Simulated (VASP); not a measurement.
Runs of VASP 6.6.1 on Hg. The structure is that of space group Fd-3m (No. 227), or close to it. The cells are those of the table. 

| cell | k mesh | gap on the mesh (eV) | pressure (GPa) |
| --- | --- | --- | --- |
| a = 4.493 Å, angles 60.0°, 2 atoms | 9 × 9 × 9 | none | 3.6 |
| a = 4.689 Å, angles 60.0°, 2 atoms | 14 × 14 × 14 | none | 0.1 |
| a = 4.811 Å, angles 60.0°, 2 atoms | 9 × 9 × 9 | none | (a) |
| a = 4.560 Å, angles 60.0°, 2 atoms | 9 × 9 × 9 | none | 2.1 |
| a = 4.751 Å, angles 60.0°, 2 atoms | 9 × 9 × 9 | none | (b) |

Alike in all rows: task single point; level PBEsol; potentials or basis VASP PAW PBE potentials, release 64 (Hg); no spin polarisation; cutoff (eV) 520; smearing fermi-dirac 0.1 eV.

Problem. Estimate the missing entries.

Solution. (a) -0.8; (b) -0.4.

Caveats: the PAW data sets were made with another functional, which shifts forces and pressure a little; spin-orbit coupling is left out, which moves the levels of the heavy elements.

A k mesh can miss the band edges, and the runs leave out spin-orbit coupling on Hg.

A gap of «none» marks levels without a gap at the run's occupations.
